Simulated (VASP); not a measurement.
BN:

```
B N
1.0
     2.60136    0.00000    0.00000
    -1.30068    2.16557    0.00000
     0.00000    0.00000    6.52364
B N
2 2
Direct
  0.34088 0.68177 0.25000
  0.65912 0.31823 0.75000
  0.32366 0.64731 0.75000
  0.67634 0.35269 0.25000
```

This cell differs from its parent crystal: uniaxial x strain +4.0%.

Base run:

* Program: VASP 6.6.1
* Functional: PBE
* Potentials or basis: VASP PAW PBE potentials, release 64 (B, N)
* Cutoff: 520 eV
* k mesh: 12 × 12 × 4
* Occupations: fermi-dirac, width 0.02 eV
* Spin: no spin polarisation

Its results: band gap on the k mesh 4.03 eV, indirect (least direct gap 4.33 eV); pressure -8.8 GPa.

Task: The run is repeated on the same cell with these changes: functional from PBE to r2SCAN; occupations from fermi-dirac, width 0.02 eV to gaussian, width 0.01 eV. What comes out?

Result: Band gap on the k mesh 4.62 eV, indirect (least direct gap 4.93 eV); pressure -12.6 GPa.

Caveats: this functional lacks dispersion, which binds the layers, so the pressure and a relaxed spacing across them are unreliable (some runs); the PAW data sets were made with another functional, which shifts forces and pressure a little (some runs).

A k mesh can miss the band edges.
